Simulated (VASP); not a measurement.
Set up this calculation in VASP 6.6.1, as the native input.

```
Task                   : relaxation of cell and atoms
Functional             : PBEsol
Potentials or basis    : VASP PAW PBE potentials, release 64 (Ni, Ge_d)
Cutoff                 : 600 eV
k mesh                 : 10 × 10 × 7
Occupations            : fermi-dirac, width 0.05 eV
Spin                   : no spin polarisation
Dipole correction      : no
Further INCAR settings : ALGO = Normal; EDIFF = 1e-06; IBRION = 2; EDIFFG = -0.005; NSW = 70; ISIF = 3
```

The structure of Ni2Ge lies in POSCAR:

```
Ni2Ge
1.0
    3.9798102787      0.0000000000      0.0000000000
   -1.9899051393      3.4466168036      0.0000000000
    0.0000000000      0.0000000000      5.0238781100
Ni Ge
4 2
Direct
    0.6666666667      0.3333333333      0.2500000000
    0.3333333333      0.6666666667      0.7500000000
    0.0000000000      0.0000000000      0.0000000000
    0.0000000000      0.0000000000      0.5000000000
    0.6666666667      0.3333333333      0.7500000000
    0.3333333333      0.6666666667      0.2500000000
```

One way to write it, as run:

INCAR

```
ALGO     = Normal         # electronic algorithm
EDIFF    = 1E-6           # SCF threshold, eV
EDIFFG   = -0.005         # ionic threshold
ENCUT    = 600            # plane-wave cutoff, eV
GGA      = PS             # functional
IBRION   = 2              # ionic algorithm
ISIF     = 3              # what is computed and relaxed
ISMEAR   = -1             # smearing method
LASPH    = T              # aspherical terms in the spheres
LCHARG   = F              # write CHGCAR
LREAL    = F              # projectors in reciprocal space
LWAVE    = F              # write WAVECAR
NELM     = 60             # most SCF steps
NSW      = 70             # ionic steps
PREC     = Accurate       # precision mode
SIGMA    = 0.05           # smearing width, eV
```

KPOINTS

```
k-points
0
Gamma
  10 10 7
```

Potentials or basis: VASP PAW PBE potentials, release 64 (Ni, Ge_d).

Launch:

```console
$ cat potpaw_PBE.64/Ni/POTCAR potpaw_PBE.64/Ge_d/POTCAR > POTCAR
$ mpirun -np 1 vasp_std > vasp.out
```

Results of the run:

| Item | Value |
| --- | --- |
| Relaxed volume | 11.43 Å³/atom |
| Relaxed cell | a = 3.974 Å, b = 3.974 Å, c = 5.012 Å, α = 90.00°, β = 90.00°, γ = 120.00° |
| Space group after relaxing (to 0.1 Å) | P6_3/mmc (No. 194) |
| Energy gained by relaxing | 0.2 meV/atom |
| Ionic steps | 6 |
| Pressure after relaxing | 0.0 GPa |
| Band gap on the k mesh | zero (bands 34 and 35 overlap by 2.77 eV) |

Caveat: the PAW data sets were made with another functional, which shifts forces and pressure a little.

It took 5 min on 1 thread of Intel(R) Xeon(R) 6975P-C (Granite Rapids) (shared host), peak memory 0.3 GiB.
